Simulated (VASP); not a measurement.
# SiGe4 in VASP: relaxation of the atoms with LDA

Aim: the relaxation of the atoms of SiGe4 with LDA.

Program: VASP 6.6.1. These are calculated values, not measurements. Logs are shortened: lines on timing, memory, paths and dates and some standing lists are left out, and cuts for length are marked.

## 1. The cell of the first run

The cell holds a slab with vacuum, 5 atoms: a = 3.975 Å, b = 3.975 Å, c = 19.618 Å, α = 90.00°, β = 90.00°, γ = 120.00°.

## 2. Relaxation of the atoms, LDA

Input file INCAR:

```
PREC = Accurate
ENCUT = 450
EDIFF = 1E-7
ISMEAR = 0
SIGMA = 0.1
LREAL = False
LASPH = True
NELM = 120
ALGO = Normal
ISIF = 2
LWAVE = False
LCHARG = False
LDIPOL = True
IDIPOL = 3
DIPOL = 0.5 0.5 0.334
GGA = CA
IBRION = 2
NSW = 36
EDIFFG = -0.025
GGA_COMPAT = False
NELMIN = 4
NELMDL = -8
```

Input file KPOINTS:

```
regular mesh
0
Gamma
  9 9 1
```

Input file POSCAR:

```
SiGe4
1.0
    3.9749475856      0.0000000000      0.0000000000
   -1.9874737928      3.4424055879      0.0000000000
    0.0000000000      0.0000000000     19.6181517136
Ge Si
4 1
Selective dynamics
Direct
    0.3333333333      0.6666666667      0.2038928059  F F F
    0.0000000000      0.0000000000      0.2452515838  F F F
    0.0000000000      0.0000000000      0.3764881450  F F F
    0.6666666667      0.3333333333      0.4138081830  F F F
    1.3333333333      0.6666666667      0.4315437328  F F T
```

Potentials or basis: VASP PAW LDA potentials, release 64 (Ge_d, Si).

Run with:

```sh
> cat potpaw_LDA.64/Ge_d/POTCAR potpaw_LDA.64/Si/POTCAR > POTCAR
> mpirun -np 1 vasp_std > vasp.out
```

OUTCAR:

```text
PREC = Accurate
   ENCUT = 450
   EDIFF = 1E-7
   ISMEAR = 0
   LREAL = False
   LASPH = True
   NELM = 120
   ISIF = 2
   GGA = CA
   IBRION = 2
   NSW = 36
   EDIFFG = -0.025
   NELMIN = 4
   NELMDL = -8

 ion  position               nearest neighbor table
   1  0.333  0.667  0.204-   2 2.43   2 2.43   2 2.43
   2  0.000  0.000  0.245-   1 2.43   1 2.43   1 2.43   3 2.57
   3  0.000  0.000  0.376-   4 2.41   4 2.41   4 2.41   5 2.54   5 2.54   5 2.54   2 2.57
   4  0.667  0.333  0.414-   5 2.32   5 2.32   5 2.32   3 2.41   3 2.41   3 2.41
   5  0.333  0.667  0.432-   4 2.32   4 2.32   4 2.32   3 2.54   3 2.54   3 2.54

  LATTYP: Found a hexagonal cell.
 ALAT       =     3.9749475856
 C/A-ratio  =     4.9354491578

  Lattice vectors:

 A1 = (   3.9749475856,   0.0000000000,   0.0000000000)
 A2 = (  -1.9874737928,   3.4424055879,   0.0000000000)
 A3 = (   0.0000000000,   0.0000000000,  19.6181517136)

Analysis of symmetry for initial positions (statically):
=====================================================================
 Subroutine PRICEL returns:
 Original cell was already a primitive cell.

 Routine SETGRP: Setting up the symmetry group for a
 hexagonal supercell.

 Subroutine GETGRP returns: Found  6 space group operations
 (whereof  6 operations were pure point group operations)
 out of a pool of 24 trial point group operations.

The static configuration has the point symmetry C_3v.

Analysis of symmetry for dynamics (positions and initial velocities):
=====================================================================
 Subroutine PRICEL returns:
 Original cell was already a primitive cell.

 Routine SETGRP: Setting up the symmetry group for a
 hexagonal supercell.

 Subroutine GETGRP returns: Found  6 space group operations
 (whereof  6 operations were pure point group operations)
 out of a pool of 24 trial point group operations.

The dynamic configuration has the point symmetry C_3v.

Analysis of constrained symmetry for selective dynamics:
=====================================================================
 Subroutine PRICEL returns:
 Original cell was already a primitive cell.

 Routine SETGRP: Setting up the symmetry group for a
 hexagonal supercell.

 Subroutine GETGRP returns: Found  6 space group operations
[... 121 lines left out ...]
   GGA     = CA    functional components
   LHFCALC =     F    Hartree Fock is set to
   AEXX    =    0.0000 exact exchange contribution
   IVDW    =     0    specifies the selected vdW correction
   LEPSILON=     F    determine dielectric tensor
   LRPA    =     F    only Hartree local field effects (RPA)
 conjugate gradient relaxation of ions
 non-spin polarized calculation
 Gauss-broadening in eV      SIGMA  =   0.10
  energy-cutoff  :      450.00
  volume of cell :      268.44
 maximum number of plane-waves:      5847
 NGX is ok and might be reduce to    28
   NGX = 13   NGY = 13   NGZ = 67

--------------------------------------- Ionic step        1  -------------------------------------------

 number of electron      60.0000009 magnetization

 Free energy of the ion-electron system (eV)
  ---------------------------------------------------
  ext. energy  EPLUGINS =         0.00000000
  ---------------------------------------------------
  free energy    TOTEN  =       -22.53888184 eV

  energy without entropy =      -22.52910494  energy(sigma->0) =      -22.53399339

------------------------ aborting loop because EDIFF is reached ----------------------------------------

  FORCE on cell =-STRESS in cart. coord.  units (eV):
  Direction    XX          YY          ZZ          XY          YZ          ZX
  --------------------------------------------------------------------------------------
  -------------------------------------------------------------------------------------
  Total       10.5276860     10.5276860      1.4919569      0.0000000     -0.0000000      0.0000000
  in kB       62.8336040     62.8336040      8.9046188      0.0000000     -0.0000000      0.0000000
  external PRESSURE =      44.8572756 kB  Pullay stress =       0.0000000 kB
[... 176 lines left out ...]
  FREE ENERGIE OF THE ION-ELECTRON SYSTEM (eV)
  ---------------------------------------------------
  free  energy   TOTEN  =       -22.8339014430 eV

  energy  without entropy=      -22.8166884552  energy(sigma->0) =      -22.82529495

 dipolmoment           0.000000      0.000000      0.041272 electrons x Angstroem

--------------------------------------- Ionic step        6  -------------------------------------------

 number of electron      60.0000009 magnetization

------------------------ aborting loop because EDIFF is reached ----------------------------------------
[... 34 lines left out ...]
--------------------------------------- Ionic step        7  -------------------------------------------

 number of electron      60.0000009 magnetization

 dipolmoment           0.000000      0.000000     -0.020051 electrons x Angstroem

 Free energy of the ion-electron system (eV)
  ---------------------------------------------------
  ext. energy  EPLUGINS =         0.00000000
  ---------------------------------------------------
  free energy    TOTEN  =       -23.40558984 eV

  energy without entropy =      -23.40201662  energy(sigma->0) =      -23.40380323

 E-fermi :  -0.8631     XC(G=0):  -4.8659

 val. band max:       -1.0393858904   @ k =   0.3333   0.3333   0.0000
 cond. band min:      -0.8199678890   @ k =   0.0000   0.0000   0.0000
 fundamental gap:      0.2194180015
 Fermi energy:        -0.8631404196

 k-point     1 :       0.0000    0.0000    0.0000
  band No.  band energies     occupation
      1     -26.0133      2.00000
      2     -26.0133      2.00000
      3     -25.9522      2.00000
      4     -25.9522      2.00000
      5     -25.9487      2.00000
      6     -25.6673      2.00000
[... 457 lines left out ...]
     35       3.6040      0.00000
     36       3.6858      0.00000

------------------------ aborting loop because EDIFF is reached ----------------------------------------

 vacuum level on the upper side and lower side of the slab       (xc-potential included)        -0.138         0.120

  FORCE on cell =-STRESS in cart. coord.  units (eV):
  Direction    XX          YY          ZZ          XY          YZ          ZX
  --------------------------------------------------------------------------------------
  -------------------------------------------------------------------------------------
  Total        1.2639279      1.2639279      0.2619099      0.0000000      0.0000000     -0.0000000
  in kB        7.5436466      7.5436466      1.5631873      0.0000000      0.0000000     -0.0000000
  external PRESSURE =       5.5501602 kB  Pullay stress =       0.0000000 kB
[... 20 lines left out ...]
  FREE ENERGIE OF THE ION-ELECTRON SYSTEM (eV)
  ---------------------------------------------------
  free  energy   TOTEN  =       -23.4055898356 eV

  energy  without entropy=      -23.4020166158  energy(sigma->0) =      -23.40380323

 reached required accuracy - stopping structural energy minimisation

 vacuum level on the upper side and lower side of the slab         3.832         4.098
```

OSZICAR:

```text
N       E                     dE             d eps       ncg     rms          rms(c)
DAV:   1     0.540401082361E+03    0.54040E+03   -0.30311E+04  1012   0.268E+03
DAV:   2     0.604291232494E+02   -0.47997E+03   -0.47130E+03   984   0.684E+02
DAV:   3    -0.190344958688E+02   -0.79464E+02   -0.78783E+02  1212   0.197E+02
DAV:   4    -0.230121886377E+02   -0.39777E+01   -0.39481E+01   980   0.545E+01
[... 146 lines left out ...]
DAV:  11    -0.234055885027E+02   -0.71704E-06   -0.88446E-08   684   0.277E-03    0.293E-04
DAV:  12    -0.234055893009E+02   -0.79825E-06   -0.12823E-07   652   0.325E-03    0.146E-04
DAV:  13    -0.234055896308E+02   -0.32989E-06   -0.50027E-08   652   0.205E-03    0.703E-05
DAV:  14    -0.234055897706E+02   -0.13982E-06   -0.16303E-08   588   0.826E-04    0.424E-05
DAV:  15    -0.234055898356E+02   -0.64962E-07   -0.48778E-09   556   0.798E-04
   7 F= -.23405590E+02 E0= -.23403803E+02  d E =-.866708E+00
```

CONTCAR:

```text
SiGe4
   1.00000000000000
     3.9749475855999998    0.0000000000000000    0.0000000000000000
    -1.9874737927999999    3.4424055879000002    0.0000000000000000
     0.0000000000000000    0.0000000000000000   19.6181517135999997
  Ge              Si
     4     1
Selective dynamics
Direct
     0.3333333332999970    0.6666666667000030    0.2038928058999971   F   F   F
     0.0000000000000000    0.0000000000000000    0.2452515837999982   F   F   F
     0.0000000000000000    0.0000000000000000    0.3764881450000033   F   F   F
     0.6666666667000030    0.3333333332999970    0.4138081830000004   F   F   F
     0.3333333332999970    0.6666666667000030    0.4783695825418549   F   F   T

  0.00000000E+00  0.00000000E+00  0.00000000E+00
  0.00000000E+00  0.00000000E+00  0.00000000E+00
  0.00000000E+00  0.00000000E+00  0.00000000E+00
  0.00000000E+00  0.00000000E+00  0.00000000E+00
  0.00000000E+00  0.00000000E+00  0.00000000E+00
```

Run time: 23 min. Hardware: 1 thread of AMD EPYC 7R43 (Zen 3), shared host; peak memory 0.26 GiB.

What came out:

```
Free energy               : -23.4056 eV
Energy gained by relaxing : 173.3 meV/atom
Ionic steps               : 7
Band gap on the k mesh    : 0.05 eV (least direct gap 0.14 eV)
```

Step by step:
```tsv
step	energy change (eV)	largest force on free atoms (eV/Å)	pressure (GPa)
1	0.0000	1.5612	4.49
2	-0.1171	1.5406	4.13
3	-0.4374	1.2128	3.04
4	-0.8281	0.4363	1.16
5	-0.2950	1.2132	-1.48
6	-0.8600	0.1940	0.30
7	-0.8667	0.0132	0.56
```

Final structure:
```
Ge Si
1.0
     3.97495    0.00000    0.00000
    -1.98747    3.44241    0.00000
     0.00000    0.00000   19.61815
Ge Si
4 1
Direct
  0.33333 0.66667 0.20389
  0.00000 0.00000 0.24525
  0.00000 0.00000 0.37649
  0.66667 0.33333 0.41381
  0.33333 0.66667 0.47837
```

Levels at points of the mesh, in eV from the valence-band top:
| k point | band 28 | band 29 | band 30 | band 31 | band 32 | band 33 |
| --- | --- | --- | --- | --- | --- | --- |
| (0.00, 0.00, 0.00) | -0.35 | -0.35 | 0.00 | 0.14 | 0.14 | 0.98 |

Caveat: the smearing spreads over this small gap.

The gap in the log of VASP goes by the Fermi energy; the results here count the filled bands.